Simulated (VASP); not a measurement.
# Mo (I4/mmm) in VASP: a series of runs

Mo is run at these levels: PBEsol; tasks: single point.

Everything below comes from runs of VASP 6.6.1. Logs are shortened: lines on timing, memory, paths and dates and some standing lists are left out, and cuts for length are marked.

### Step 1. The cell of the first run

Symmetry: I4/mmm, No. 139, tetragonal system. The conventional cell has a = 3.142 Å, b = 3.142 Å, c = 3.393 Å, α = 90.00°, β = 90.00°, γ = 90.00°. Mo (site symmetry 4/mmm) has 14 Mo at 2.80 to 3.39 Å within 3.7 Å.

### Step 2. Single point, PBEsol (strain +0.000 along x and y, +0.080 along z)

INCAR

```
  ALGO = Fast
  EDIFF = 1E-6
  ENCUT = 520
  GGA = PS
  ISIF = 2
  ISMEAR = 0
  LASPH = T
  LCHARG = T
  LELF = T
  LREAL = F
  LVHAR = T
  LWAVE = F
  NBANDS = 13
  NELM = 60
  PREC = Accurate
  SIGMA = 0.15
```

KPOINTS

```
k-points
0
Gamma
  22 22 22
```

POSCAR

```
Mo
1.0
   -1.5710000000      1.5710000000      1.6966800000
    1.5710000000     -1.5710000000      1.6966800000
    1.5710000000      1.5710000000     -1.6966800000
Mo
1
Direct
    0.0000000000      0.0000000000      0.0000000000
```

Potentials or basis: VASP PAW PBE potentials, release 64 (Mo_sv).

The run is started by

```console
$ cat potpaw_PBE.64/Mo_sv/POTCAR > POTCAR
$ mpirun -np 1 vasp_std > vasp.out
```

OUTCAR:

```text
EDIFF = 1E-6
   ENCUT = 520
   GGA = PS
   ISIF = 2
   ISMEAR = 0
   LASPH = T
   LREAL = F
   NELM = 60
   PREC = Accurate

 ion  position               nearest neighbor table
   1  0.000  0.000  0.000-

  LATTYP: Found a body centered tetragonal cell.
 ALAT       =     3.1420000000
 C/A-ratio  =     1.0800000000

  Lattice vectors:

 A1 = (  -1.5710000000,   1.5710000000,   1.6966800000)
 A2 = (   1.5710000000,  -1.5710000000,   1.6966800000)
 A3 = (   1.5710000000,   1.5710000000,  -1.6966800000)

Analysis of symmetry for initial positions (statically):
=====================================================================
 Subroutine PRICEL returns:
 Original cell was already a primitive cell.

 Routine SETGRP: Setting up the symmetry group for a
 body centered tetragonal supercell.

 Subroutine GETGRP returns: Found 16 space group operations
 (whereof 16 operations were pure point group operations)
 out of a pool of 16 trial point group operations.

The static configuration has the point symmetry D_4h.

Analysis of symmetry for dynamics (positions and initial velocities):
=====================================================================
 Subroutine PRICEL returns:
 Original cell was already a primitive cell.

 Routine SETGRP: Setting up the symmetry group for a
 body centered tetragonal supercell.

 Subroutine GETGRP returns: Found 16 space group operations
 (whereof 16 operations were pure point group operations)
 out of a pool of 16 trial point group operations.

The dynamic configuration has the point symmetry D_4h.

 Subroutine INISYM returns: Found 16 space group operations
 (whereof 16 operations are pure point group operations),
 and found     1 'primitive' translations

----------------------------------------------------------------------------------------

                                     Primitive cell

  volume of cell :      16.7499

  direct lattice vectors                    reciprocal lattice vectors
    -1.571000000  1.571000000  1.696680000     0.000000000  0.318268619  0.294693165
     1.571000000 -1.571000000  1.696680000     0.318268619  0.000000000  0.294693165
     1.571000000  1.571000000 -1.696680000     0.318268619  0.318268619  0.000000000

  length of vectors
     2.795497276  2.795497276  2.795497276     0.433749900  0.433749900  0.450099797

  position of ions in fractional coordinates (direct lattice)
     0.000000000  0.000000000  0.000000000

  ion indices of the primitive-cell ions
   primitive index   ion index
                 1           1

[... 78 lines left out ...]
   ISYM   =      2    0-nonsym 1-usesym 2-fastsym
   POTIM  = 0.5000    time-step for ionic-motion
   TEBEG  =    0.0;   TEEND  =   0.0 temperature during run
   PSTRESS=    0.0 pullay stress
   NELECT =      14.0000    total number of electrons
   NUPDOWN=      -1.0000    fix difference up-down
   EMIN   =  10.00;   EMAX   =-10.00  energy-range for DOS
   EFERMI =   0.00;   METHOD = LEGACY
   ISMEAR =     0;   SIGMA  =   0.15  broadening in eV -4-tet -1-fermi 0-gaus
   EFERMI_NEDOS =   21; number of points for ismear=-14 and -15
   IALGO  =     68    algorithm
   IMIX   =      4    mixing-type and parameters
     AMIX     =   0.40;   BMIX     =  1.00
     AMIX_MAG =   1.60;   BMIX_MAG =  1.00
  volume/ion in A,a.u.               =      16.75       113.03
  Fermi-wavevector in a.u.,A,eV,Ry     =   1.542103  2.914152 32.355769  2.378082
  Thomas-Fermi vector in A             =   2.647955
   LORBIT       =      0    0 simple, 1 ext, 2 COOP (PROOUT), +10 PAW based schemes
   GGA     = PS    functional components
   LHFCALC =     F    Hartree Fock is set to
   AEXX    =    0.0000 exact exchange contribution
   IVDW    =     0    specifies the selected vdW correction
   LEPSILON=     F    determine dielectric tensor
   LRPA    =     F    only Hartree local field effects (RPA)
 non-spin polarized calculation
 RMM-DIIS sequential band-by-band and
 Gauss-broadening in eV      SIGMA  =   0.15
  energy-cutoff  :      520.00
  volume of cell :       16.75
 maximum number of plane-waves:       460
 NGX is ok and might be reduce to    24
   NGX = 11   NGY = 11   NGZ = 11

 number of electron      14.0000000 magnetization

 Free energy of the ion-electron system (eV)
  ---------------------------------------------------
  ext. energy  EPLUGINS =         0.00000000
  ---------------------------------------------------
  free energy    TOTEN  =       -11.63583884 eV

  energy without entropy =      -11.62793613  energy(sigma->0) =      -11.63188748

 E-fermi :  11.3687     XC(G=0): -13.1414

 val. band max:       11.3662848506   @ k =  -0.0909  -0.4545   0.0455
 cond. band min:      11.3698735677   @ k =   0.1364   0.0455  -0.0000
 fundamental gap:      0.0035887171
 Fermi energy:        11.3687025994

 k-point     1 :       0.0000    0.0000    0.0000
  band No.  band energies     occupation
      1     -49.8049      2.00000
      2     -23.2454      2.00000
      3     -23.2309      2.00000
      4     -23.2309      2.00000
      5       4.3422      2.00000
      6       9.9453      2.00000
      7       9.9453      2.00000
      8      10.7022      2.00000
      9      12.3690      0.00000
     10      13.3171      0.00000
     11      25.2518      0.00000
     12      26.5976      0.00000
     13      26.5976      0.00000
[... 354 lines left out ...]
  band No.  band energies     occupation
      1     -49.6152      2.00000
      2     -24.3234      2.00000
      3     -23.5567      2.00000
      4     -23.2495      2.00000
      5       6.5772      2.00000
      6       8.6739      2.00000
      7      11.6754      0.00383
      8      12.5168      0.00000
      9      13.6636      0.00000
     10      15.3514      0.00000
     11      22.2694      0.00000
     12      23.6478      0.00000
     13      28.7735      0.00000

 [... further k-points ...]
[... 5 lines left out ...]
  --------------------------------------------------------------------------------------
  -------------------------------------------------------------------------------------
  Total       -1.4082082     -1.4082082     -3.2997276      0.0000000      0.0000000      0.0000000
  in kB     -134.6992436   -134.6992436   -315.6286175      0.0000000      0.0000000      0.0000000
  external PRESSURE =    -195.0090349 kB  Pullay stress =       0.0000000 kB

 VOLUME and BASIS-vectors are now :
 -----------------------------------------------------------------------------
  energy-cutoff  :      520.00
  volume of cell :       16.75
      direct lattice vectors                 reciprocal lattice vectors
    -1.571000000  1.571000000  1.696680000     0.000000000  0.318268619  0.294693165
     1.571000000 -1.571000000  1.696680000     0.318268619  0.000000000  0.294693165
     1.571000000  1.571000000 -1.696680000     0.318268619  0.318268619  0.000000000

 POSITION                                       TOTAL-FORCE (eV/Angst)
 -----------------------------------------------------------------------------------
      0.00000      0.00000      0.00000         0.000000     -0.000000      0.000000
 -----------------------------------------------------------------------------------
    total drift:                               -0.000000      0.000000      0.000000

  FREE ENERGIE OF THE ION-ELECTRON SYSTEM (eV)
  ---------------------------------------------------
  free  energy   TOTEN  =       -11.6358388424 eV

  energy  without entropy=      -11.6279361253  energy(sigma->0) =      -11.63188748
```

OSZICAR:

```text
N       E                     dE             d eps       ncg     rms          rms(c)
DAV:   1     0.906667422553E+02    0.90667E+02   -0.79934E+03 21851   0.110E+03
DAV:   2    -0.112930266851E+02   -0.10196E+03   -0.98326E+02 24904   0.307E+02
DAV:   3    -0.124721169502E+02   -0.11791E+01   -0.11751E+01 24339   0.328E+01
DAV:   4    -0.124748529130E+02   -0.27360E-02   -0.27359E-02 24139   0.192E+00
DAV:   5    -0.124748712667E+02   -0.18354E-04   -0.18354E-04 24664   0.140E-01    0.136E+01
RMM:   6    -0.117318037030E+02    0.74307E+00   -0.89795E-01 21740   0.857E+00    0.342E+00
RMM:   7    -0.116408664007E+02    0.90937E-01   -0.22218E-01 22269   0.413E+00    0.131E+00
RMM:   8    -0.116362211464E+02    0.46453E-02   -0.12454E-02 24051   0.123E+00    0.158E-01
RMM:   9    -0.116358505440E+02    0.37060E-03   -0.12718E-03 24328   0.355E-01    0.419E-02
RMM:  10    -0.116358385665E+02    0.11977E-04   -0.23072E-04 24776   0.156E-01    0.345E-02
RMM:  11    -0.116358390304E+02   -0.46383E-06   -0.17050E-05 24534   0.517E-02    0.317E-03
RMM:  12    -0.116358388424E+02    0.18800E-06   -0.33147E-06 19425   0.214E-02
   1 F= -.11635839E+02 E0= -.11631887E+02  d E =-.790272E-02
```

stdout:

```text
POSCAR found type information on POSCAR Mo
 POSCAR found :  1 types and       1 ions
 scaLAPACK will be used
 -----------------------------------------------------------------------------
|                                                                             |
|                                                                             |
|     You enforced a specific xc type in the INCAR file but a different       |
|     I HOPE YOU KNOW WHAT YOU ARE DOING!                                     |
|                                                                             |
 -----------------------------------------------------------------------------

 LDA part: xc-table for (Slater+PW92), standard interpolation
 POSCAR, INCAR and KPOINTS ok, starting setup
 FFT: planning ... GRIDC
 FFT: planning ... GRID_SOFT
 FFT: planning ... GRID
 WAVECAR not read
 entering main loop
```

Wall time 3.3 min (1 thread of AMD EPYC 9R45 (Zen 5), shared host); peak memory 0.23 GiB.

What came out:

- Free energy: -11.6358 eV
- Pressure: -19.5 GPa
- Band gap on the k mesh: zero (band 7 reaches 14.86 eV, above the bottom of band 8 at 10.47 eV)

Levels at points of the mesh, in eV from the Fermi level:
```csv
k point,band 3,band 4,band 5,band 6,band 7,band 8,band 9,band 10,band 11,band 12
"(0.00, 0.00, 0.00)",-34.60,-34.60,-7.03,-1.42,-1.42,-0.67,1.00,1.95,13.88,15.23
"(0.50, 0.00, 0.00)",-34.93,-34.61,-4.90,-2.76,0.93,1.23,2.24,4.22,10.40,11.94
"(0.50, 0.50, 0.00)",-35.02,-34.66,-4.98,-3.60,1.78,2.18,2.46,4.42,11.12,11.60
"(0.50, 0.50, 0.50)",-35.32,-35.32,-5.03,-4.84,3.49,3.74,3.74,7.24,9.19,9.19
```

Caveat: the cell differs from its parent crystal (strain +0.000 along x and y, +0.080 along z); the PAW data sets were made with another functional, which shifts forces and pressure a little.

(Part 1 of 2 ends here.)
